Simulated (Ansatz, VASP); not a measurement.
## WSe2: VASP beside Ansatz

```
W Se
1.0
     3.31794    0.00000    0.00000
    -1.65897    2.87342    0.00000
     0.00000    0.00000   16.65814
W Se
1 2
Direct
  0.00000 0.00000 0.00000
  0.33333 0.66667 0.09979
  0.33333 0.66667 0.90021
```

Alike in both runs: task relaxation of cell and atoms; functional PBEsol; dispersion D3(BJ); k mesh 12 × 12 × 2; occupations gaussian, width 0.02 eV; no spin polarisation.

|  | VASP | Ansatz |
| --- | --- | --- |
| version | VASP 6.6.1 | Ansatz 0.2.0 |
| potentials or method | VASP PAW PBE potentials, release 64 (W_sv, Se), cutoff 600 eV | scalar-relativistic, plane waves, PAW |
| valence electrons in the cell | 26 | 46 |

Ansatz gave:

```
gap on the k mesh at the Fermi level, each at its own relaxed structure (eV) : 1.65
relaxed volume (Å³/atom)                                                     : 50.45
relaxed length of the cell vector where the two differ most in proportion (Å)              : 16.641
```

Q: Estimate VASP's values.

A: gap on the k mesh at the Fermi level, each at its own relaxed structure (eV): 1.64; relaxed volume (Å³/atom): 50.78; relaxed length of the cell vector where the two differ most in proportion (Å): 16.725.

VASP's potentials were made for PBE, not for PBEsol. VASP's potentials hold 26 valence electrons a cell and Ansatz's 46, so a difference there can come from the potentials and not from the codes.

Spin-orbit coupling is off throughout.
